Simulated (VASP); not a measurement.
Here is a VASP 6.6.1 calculation.

Contents of INCAR:

```
SYSTEM = Mg
  PREC = Accurate
  ENCUT = 600
  EDIFF = 1E-6
  ISMEAR = 0
  SIGMA = 0.1
  LREAL = .False.
  LASPH = .True.
  NELM = 100
  ALGO = Normal
  ISIF = 3
  LWAVE = .False.
  LCHARG = .False.
  GGA = PE
  IBRION = 2
  NSW = 80
  EDIFFG = -0.05
  PSTRESS = 186.0
```

File KPOINTS:

```
Automatic mesh
0
Gamma
  9 9 4
  0 0 0
```

File POSCAR:

```
Mg
1.0
    3.2093000000      0.0000000000      0.0000000000
   -1.6046500000      2.7793353284      0.0000000000
    0.0000000000      0.0000000000      5.2103000000
Mg
2
Direct
    0.3333333333      0.6666666667      0.2500000000
    0.6666666667      0.3333333333      0.7500000000
```

Potentials or basis: VASP PAW PBE potentials, release 64 (Mg).

The run is started by

```console
$ cat potpaw_PBE.64/Mg/POTCAR > POTCAR
$ mpirun -np 1 vasp_std > vasp.out
```

(1) What does it give for the band gap on the k mesh?

(2) What does it give for the relaxed volume?

(3) What does it give for the relaxed cell?

(4) Predict the space group after relaxing (to 0.1 Å).

## Answers

(1) zero (bands 2 and 3 overlap by 2.18 eV).

(2) 17.18 Å³/atom.

(3) a = 2.903 Å, b = 2.903 Å, c = 4.708 Å, α = 90.00°, β = 90.00°, γ = 120.00°.

(4) P6_3/mmc (No. 194).

Caveat: the cell is relaxed towards a set pressure, so the run minimises the enthalpy, not the energy; the volume moved by over 15 % at a fixed basis, so the end points are rough.
